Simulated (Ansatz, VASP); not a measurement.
## Two plane-wave programs on B3N2

```xyz
5
Lattice="1.9834 1.1451 3.9188 -1.9834 1.1451 3.9188 0.0000 -2.2902 3.9188" Properties=species:S:1:pos:R:3 pbc="T T T"
B    -0.5495   -1.3385    3.9188
B     1.4339    0.1934    3.9188
B    -0.8844    1.1451    3.9188
N     0.0000    0.0000    3.9202
N     0.0000    0.0000    7.8363
```

Change from the starting cell: species swapped into the Ni3Se2 type (R32, No. 155).

Alike in both runs: functional PBE; k mesh 6 × 6 × 6; occupations gaussian, width 0.1 eV; no spin polarisation.

Ansatz relaxed the structure, and its values are those at the end. VASP's run is a single point on that final structure, the one shown.

```csv
,VASP,Ansatz
version,VASP 6.6.1,Ansatz 0.2.0
potentials or method,"VASP PAW PBE potentials, release 64 (B, N), cutoff 520 eV","scalar-relativistic, plane waves, PAW"
valence electrons in the cell,19,19
```

```tsv
	VASP	Ansatz	Ansatz less VASP
gap on the k mesh at the Fermi level (eV)	none	none	-
pressure (GPa)	0.1	0.1	-0.06
rms of the force components (eV/Å)	0.009	0.003	-0.0064
```

A gap of «none» marks a metal or a gap that the smearing closes.
